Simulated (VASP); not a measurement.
# ScSi2 in VASP: a series of runs

ScSi2 is run at these levels: PBE; tasks: relaxation of cell and atoms.

Everything below comes from runs of VASP 6.6.1. Logs are shortened: lines on timing, memory, paths and dates and some standing lists are left out, and cuts for length are marked.

## Step 1: The cell of the first run

Symmetry: P6/mmm, No. 191, hexagonal system. The conventional cell has a = 4.017 Å, b = 4.017 Å, c = 3.642 Å, α = 90.00°, β = 90.00°, γ = 120.00°. Sc (site symmetry 6/mmm) has 12 Si at 2.95 Å and 8 Sc at 3.64 to 4.02 Å within 4.1 Å. Within 3.1 Å of Si (site symmetry -6m2) lie 3 Si at 2.32 Å and 6 Sc at 2.95 Å.

## Step 2: Relaxation of cell and atoms, PBE

INCAR reads:

```
PREC = Accurate
ENCUT = 500
EDIFF = 1E-7
ISMEAR = 0
SIGMA = 0.05
LREAL = False
LASPH = True
NELM = 120
ALGO = Normal
ISIF = 3
LWAVE = False
LCHARG = False
GGA = PE
IBRION = 2
NSW = 80
EDIFFG = -0.02
GGA_COMPAT = False
NELMIN = 4
```

KPOINTS reads:

```
regular mesh
0
Gamma
  6 6 6
```

POSCAR reads:

```
ScSi2
1.0
    4.0165960981      0.0000000000      0.0000000000
   -2.0082980490      3.4784742577      0.0000000000
    0.0000000000      0.0000000000      3.6419312477
Sc Si
1 2
Direct
    0.0000000000      0.0000000000      0.0000000000
    0.3333333333      0.6666666667      0.5000000000
    0.6666666667      0.3333333333      0.5000000000
```

Potentials or basis: VASP PAW PBE potentials, release 64 (Sc_sv, Si).

Command:

```bash
$ cat potpaw_PBE.64/Sc_sv/POTCAR potpaw_PBE.64/Si/POTCAR > POTCAR
$ mpirun -np 1 vasp_std > vasp.out
```

OUTCAR:

```text
PREC = Accurate
   ENCUT = 500
   EDIFF = 1E-7
   ISMEAR = 0
   LREAL = False
   LASPH = True
   NELM = 120
   ISIF = 3
   GGA = PE
   IBRION = 2
   NSW = 80
   EDIFFG = -0.02
   NELMIN = 4

 ion  position               nearest neighbor table
   1  0.000  0.000  0.000-   2 2.95   3 2.95   2 2.95   3 2.95   2 2.95   2 2.95   3 2.95   3 2.95
                             3 2.95   3 2.95   2 2.95   2 2.95
   2  0.333  0.667  0.500-   3 2.32   3 2.32   3 2.32   1 2.95   1 2.95   1 2.95   1 2.95   1 2.95
                             1 2.95
   3  0.667  0.333  0.500-   2 2.32   2 2.32   2 2.32   1 2.95   1 2.95   1 2.95   1 2.95   1 2.95
                             1 2.95

  LATTYP: Found a hexagonal cell.
 ALAT       =     4.0165960981
 C/A-ratio  =     0.9067208051

  Lattice vectors:

 A1 = (   4.0165960981,   0.0000000000,   0.0000000000)
 A2 = (  -2.0082980490,   3.4784742577,   0.0000000000)
 A3 = (   0.0000000000,   0.0000000000,   3.6419312477)

Analysis of symmetry for initial positions (statically):
=====================================================================
 Subroutine PRICEL returns:
 Original cell was already a primitive cell.

 Routine SETGRP: Setting up the symmetry group for a
 hexagonal supercell.

 Subroutine GETGRP returns: Found 24 space group operations
 (whereof 24 operations were pure point group operations)
 out of a pool of 24 trial point group operations.

The static configuration has the point symmetry D_6h.

Analysis of symmetry for dynamics (positions and initial velocities):
=====================================================================
 Subroutine PRICEL returns:
 Original cell was already a primitive cell.

 Routine SETGRP: Setting up the symmetry group for a
 hexagonal supercell.

 Subroutine GETGRP returns: Found 24 space group operations
 (whereof 24 operations were pure point group operations)
 out of a pool of 24 trial point group operations.

The dynamic configuration has the point symmetry D_6h.

 Subroutine INISYM returns: Found 24 space group operations
 (whereof 24 operations are pure point group operations),
 and found     1 'primitive' translations

----------------------------------------------------------------------------------------

                                     Primitive cell

  volume of cell :      50.8837

  direct lattice vectors                    reciprocal lattice vectors
     4.016596098  0.000000000  0.000000000     0.248967030  0.143741182  0.000000000
    -2.008298049  3.478474258  0.000000000     0.000000000  0.287482363  0.000000000
     0.000000000  0.000000000  3.641931248     0.000000000  0.000000000  0.274579593

  length of vectors
     4.016596098  4.016596098  3.641931248     0.287482363  0.287482363  0.274579593

  position of ions in fractional coordinates (direct lattice)
     0.000000000  0.000000000  0.000000000
     0.333333333  0.666666667  0.500000000
     0.666666667  0.333333333  0.500000000

  ion indices of the primitive-cell ions
   primitive index   ion index
                 1           1
                 2           2
                 3           3

----------------------------------------------------------------------------------------

 KPOINTS: regular mesh

Automatic generation of k-mesh.
 Grid dimensions read from file:
 generate k-points for:    6    6    6

 Generating k-lattice:

  Cartesian coordinates                     Fractional coordinates (reciprocal lattice)
     0.041494505  0.023956864  0.000000000     0.166666667  0.000000000  0.000000000
     0.000000000  0.047913727  0.000000000     0.000000000  0.166666667  0.000000000
     0.000000000  0.000000000  0.045763266     0.000000000  0.000000000  0.166666667

  Length of vectors
     0.047913727  0.047913727  0.045763266

  Shift w.r.t. Gamma in fractional coordinates (k-lattice)
     0.000000000  0.000000000  0.000000000

 Subroutine IBZKPT returns following result:
 ===========================================

 Found     28 irreducible k-points:

 Following reciprocal coordinates:
            Coordinates               Weight
  0.000000  0.000000  0.000000      1.000000
  0.166667 -0.000000  0.000000      6.000000
  0.333333 -0.000000  0.000000      6.000000
  0.500000  0.000000  0.000000      3.000000
  0.166667  0.166667  0.000000      6.000000
  0.333333  0.166667  0.000000     12.000000
[... 16 lines left out ...]
  0.166667 -0.000000  0.500000      6.000000
  0.333333 -0.000000  0.500000      6.000000
 [... further k-points ...]
   k-points           NKPTS =     28   k-points in BZ     NKDIM =     28   number of bands    NBANDS=     13
   number of dos      NEDOS =    301   number of ions     NIONS =      3
   total plane-waves  NPLWV =  25200
   dimension x,y,z NGX =    30 NGY =   30 NGZ =   28
   dimension x,y,z NGXF=    60 NGYF=   60 NGZF=   56
   ions per type =               1   2
   NGX,Y,Z   is equivalent  to a cutoff of  12.42, 12.42, 12.78 a.u.
   NGXF,Y,Z  is equivalent  to a cutoff of  24.83, 24.83, 25.56 a.u.
 SYSTEM =  unknown system
   PREC   = accura    normal or accurate (medium, high low for compatibility)
   ISTART =      0    job   : 0-new  1-cont  2-samecut
   ICHARG =      2    charge: 1-file 2-atom 10-const
   ISPIN  =      1    spin polarized calculation?
   LNONCOLLINEAR =      F non collinear calculations
   LSORBIT =      F    spin-orbit coupling
   LASPH  =      T    aspherical Exc in radial PAW
   ENCUT  =  500.0 eV  36.75 Ry    6.06 a.u.   7.32  7.32  6.64*2*pi/ulx,y,z
   NELM   =    120;   NELMIN=  4; NELMDL= -5     # of ELM steps
   EDIFF  = 0.1E-06   stopping-criterion for ELM
   LREAL  =      F    real-space projection
   EDIFFG = -.2E-01   stopping-criterion for IOM
   NSW    =     80    number of steps for IOM
   IBRION =      2    ionic relax: 0-MD 1-quasi-New 2-CG
   NFREE  =      1    steps in history (QN), initial steepest desc. (CG)
   ISIF   =      3    stress and relaxation
   ISYM   =      2    0-nonsym 1-usesym 2-fastsym
   POTIM  = 0.5000    time-step for ionic-motion
   TEBEG  =    0.0;   TEEND  =   0.0 temperature during run
   PSTRESS=    0.0 pullay stress
   NELECT =      19.0000    total number of electrons
   NUPDOWN=      -1.0000    fix difference up-down
   EMIN   =  10.00;   EMAX   =-10.00  energy-range for DOS
   EFERMI =   0.00;   METHOD = LEGACY
   ISMEAR =     0;   SIGMA  =   0.05  broadening in eV -4-tet -1-fermi 0-gaus
   EFERMI_NEDOS =   21; number of points for ismear=-14 and -15
   IALGO  =     38    algorithm
   IMIX   =      4    mixing-type and parameters
     AMIX     =   0.40;   BMIX     =  1.00
     AMIX_MAG =   1.60;   BMIX_MAG =  1.00
  volume/ion in A,a.u.               =      16.96       114.46
  Fermi-wavevector in a.u.,A,eV,Ry     =   1.178871  2.227744 18.908533  1.389738
  Thomas-Fermi vector in A             =   2.315193
   LORBIT       =      0    0 simple, 1 ext, 2 COOP (PROOUT), +10 PAW based schemes
   GGA     = PE    functional components
   LHFCALC =     F    Hartree Fock is set to
   AEXX    =    0.0000 exact exchange contribution
   IVDW    =     0    specifies the selected vdW correction
   LEPSILON=     F    determine dielectric tensor
   LRPA    =     F    only Hartree local field effects (RPA)
 conjugate gradient relaxation of ions
 non-spin polarized calculation
 Gauss-broadening in eV      SIGMA  =   0.05
  energy-cutoff  :      500.00
  volume of cell :       50.88
 maximum number of plane-waves:      1315
 NGX is ok and might be reduce to    30
   NGX = 15   NGY = 15   NGZ = 13

--------------------------------------- Ionic step        1  -------------------------------------------

 number of electron      18.9999996 magnetization

 Free energy of the ion-electron system (eV)
  ---------------------------------------------------
  ext. energy  EPLUGINS =         0.00000000
  ---------------------------------------------------
  free energy    TOTEN  =       -18.19041136 eV

  energy without entropy =      -18.18437087  energy(sigma->0) =      -18.18739111

------------------------ aborting loop because EDIFF is reached ----------------------------------------

  FORCE on cell =-STRESS in cart. coord.  units (eV):
  Direction    XX          YY          ZZ          XY          YZ          ZX
  --------------------------------------------------------------------------------------
  -------------------------------------------------------------------------------------
  Total        0.2122117      0.2122117     -0.2002203      0.0000000      0.0000000      0.0000000
  in kB        6.6819192      6.6819192     -6.3043441      0.0000000      0.0000000      0.0000000
  external PRESSURE =       2.3531648 kB  Pullay stress =       0.0000000 kB
[... 96 lines left out ...]
  energy  without entropy=      -18.1863094053  energy(sigma->0) =      -18.18906627

--------------------------------------- Ionic step        4  -------------------------------------------

 number of electron      18.9999998 magnetization

 Free energy of the ion-electron system (eV)
  ---------------------------------------------------
  ext. energy  EPLUGINS =         0.00000000
  ---------------------------------------------------
  free energy    TOTEN  =       -18.19260701 eV

  energy without entropy =      -18.18722315  energy(sigma->0) =      -18.18991508

 E-fermi :   7.9981     XC(G=0): -10.7616

 val. band max:        7.9861059832   @ k =   0.1667  -0.0000   0.1667
 cond. band min:       8.0148271196   @ k =   0.3333   0.1667   0.1667
 fundamental gap:      0.0287211364
 Fermi energy:         7.9981054961

 k-point     1 :       0.0000    0.0000    0.0000
  band No.  band energies     occupation
      1     -41.8827      2.00000
      2     -20.5461      2.00000
      3     -20.5461      2.00000
      4     -20.4731      2.00000
      5      -4.7042      2.00000
      6       4.2091      2.00000
      7       4.2091      2.00000
      8       6.3094      2.00000
      9       6.5921      2.00000
     10       6.7369      2.00000
     11       8.4914      0.00000
     12       8.4914      0.00000
     13       9.5851      0.00000
[... 353 lines left out ...]
 k-point    24 :       0.3333   -0.0000    0.5000
  band No.  band energies     occupation
      1     -41.8744      2.00000
      2     -20.5670      2.00000
      3     -20.5651      2.00000
      4     -20.5432      2.00000
      5      -2.5651      2.00000
      6       1.2171      2.00000
      7       2.6585      2.00000
      8       3.6417      2.00000
      9       5.5068      2.00000
     10       7.2729      2.00000
     11       9.1379      0.00000
     12       9.8524      0.00000
     13      10.6697      0.00000

 [... further k-points ...]
[... 5 lines left out ...]
  --------------------------------------------------------------------------------------
  -------------------------------------------------------------------------------------
  Total       -0.0503970     -0.0503970     -0.0403589     -0.0000000      0.0000000      0.0000000
  in kB       -1.5883426     -1.5883426     -1.2719735     -0.0000000      0.0000000      0.0000000
  external PRESSURE =      -1.4828863 kB  Pullay stress =       0.0000000 kB
[... 18 lines left out ...]
  FREE ENERGIE OF THE ION-ELECTRON SYSTEM (eV)
  ---------------------------------------------------
  free  energy   TOTEN  =       -18.1926070051 eV

  energy  without entropy=      -18.1872231521  energy(sigma->0) =      -18.18991508

 reached required accuracy - stopping structural energy minimisation
```

It took 28 s on 1 thread of Intel Xeon 6975P-C (Granite Rapids), shared host; peak memory 0.17 GiB.

What came out:

| Quantity | Value |
| --- | --- |
| Free energy | -18.1926 eV |
| Relaxed volume | 16.95 Å³/atom |
| Relaxed cell | a = 4.035 Å, b = 4.035 Å, c = 3.606 Å, α = 90.00°, β = 90.00°, γ = 120.00° |
| Space group after relaxing (to 0.1 Å) | P6/mmm (No. 191) |
| Energy gained by relaxing | 0.7 meV/atom |
| Ionic steps | 4 |
| Pressure after relaxing | -0.1 GPa |
| Band gap on the k mesh | zero (an odd number of electrons rules out a gap without spin polarisation) |

Step by step:
| step | energy change (eV) | largest force (eV/Å) | pressure (GPa) | volume (Å³) |
| --- | --- | --- | --- | --- |
| 1 | 0.0000 | 0.0000 | 0.24 | 50.88 |
| 2 | -0.0014 | 0.0000 | -0.33 | 51.07 |
| 3 | -0.0014 | 0.0000 | -0.47 | 51.11 |
| 4 | -0.0022 | 0.0000 | -0.15 | 50.84 |

Final structure:
```cif
data_structure
_symmetry_space_group_name_H-M 'P 1'
_symmetry_Int_Tables_number 1
_cell_length_a 4.0348
_cell_length_b 4.0348
_cell_length_c 3.6057
_cell_angle_alpha 90.000
_cell_angle_beta 90.000
_cell_angle_gamma 120.000
_cell_volume 50.84
loop_
_atom_site_label
_atom_site_type_symbol
_atom_site_fract_x
_atom_site_fract_y
_atom_site_fract_z
_atom_site_occupancy
Sc1 Sc 0.00000 0.00000 0.00000 1
Si1 Si 0.33333 0.66667 0.50000 1
Si2 Si 0.66667 0.33333 0.50000 1
```

## Step 3: Relaxation of cell and atoms, PBE

INCAR reads:

```
ALGO = Normal
EDIFF = 1E-7
EDIFFG = -0.02
ENCUT = 500
GGA = PE
GGA_COMPAT = F
IBRION = 2
ISIF = 3
ISMEAR = 0
LASPH = T
LCHARG = F
LREAL = F
LWAVE = F
NELM = 120
NELMIN = 4
NSW = 80
PREC = Accurate
SIGMA = 0.05
```

KPOINTS reads:

```
k-points
0
Gamma
  6 6 6
```

POSCAR reads:

```
ScSi2
1.0
    4.0233356302      0.0000000000      0.0000000000
   -2.0116678151      3.4843108637      0.0000000000
    0.0000000000      0.0000000000      3.6338260791
Sc Si
1 2
Direct
    0.0000000000      0.0000000000      0.0000000000
    0.3333333333      0.6666666667      0.4995833784
    0.6666666667      0.3333333333      0.5004166216
```

Potentials or basis: VASP PAW PBE potentials, release 64 (Sc_sv, Si).

Command:

```bash
$ cat potpaw_PBE.64/Sc_sv/POTCAR potpaw_PBE.64/Si/POTCAR > POTCAR
$ mpirun -np 1 vasp_std > vasp.out
```

It took 28 s on 1 thread of Intel Xeon 6975P-C (Granite Rapids), shared host; peak memory 0.17 GiB.

It converged, with:

```yaml
Free_energy: -18.1926 eV
Relaxed_volume: 16.89 Å³/atom
Relaxed_cell: a = 4.031 Å, b = 4.031 Å, c = 3.600 Å, α = 90.00°, β = 90.00°, γ = 120.00°
Space_group_after_relaxing_to_0.1_Å: P6/mmm (No. 191)
Energy_gained_by_relaxing: 0.4 meV/atom
Ionic_steps: 4
Pressure_after_relaxing: 0.2 GPa
Band_gap_on_the_k_mesh: zero (an odd number of electrons rules out a gap without spin polarisation)
```

Step by step:
| step | energy change (eV) | largest force (eV/Å) | pressure (GPa) | volume (Å³) |
| --- | --- | --- | --- | --- |
| 1 | 0.0000 | 0.0005 | 0.00 | 50.94 |
| 2 | -0.0008 | 0.0004 | -0.17 | 50.94 |
| 3 | -0.0010 | 0.0002 | -0.29 | 50.93 |
| 4 | -0.0012 | 0.0000 | 0.15 | 50.67 |

Final structure:
```yaml
crystal:
  lattice:
    - [4.03134, 0.00000, 0.00000]
    - [-2.01567, 3.49125, 0.00000]
    - [0.00000, 0.00000, 3.60039]
  atoms:
    - { symbol: Sc, position: [0.00000, 0.00000, 0.00000] }
    - { symbol: Si, position: [0.33333, 0.66667, 0.49957] }
    - { symbol: Si, position: [0.66667, 0.33333, 0.50043] }
```

Levels at points of the mesh, in eV from the Fermi level:
| k point | band 6 | band 7 | band 8 | band 9 | band 10 | band 11 | band 12 | band 13 |
| --- | --- | --- | --- | --- | --- | --- | --- | --- |
| (0.00, 0.00, 0.00) | -3.80 | -3.80 | -1.68 | -1.40 | -1.27 | 0.49 | 0.49 | 1.59 |
| (0.50, 0.00, 0.00) | -9.23 | -4.45 | -2.91 | -1.71 | 1.11 | 1.50 | 1.66 | 1.77 |
| (0.00, 0.00, 0.50) | -6.67 | -2.56 | -2.56 | -1.51 | -1.51 | 0.08 | 0.08 | 0.26 |
| (0.50, 0.00, 0.50) | -7.97 | -4.65 | -4.24 | -3.70 | -0.57 | 1.96 | 2.19 | 2.86 |
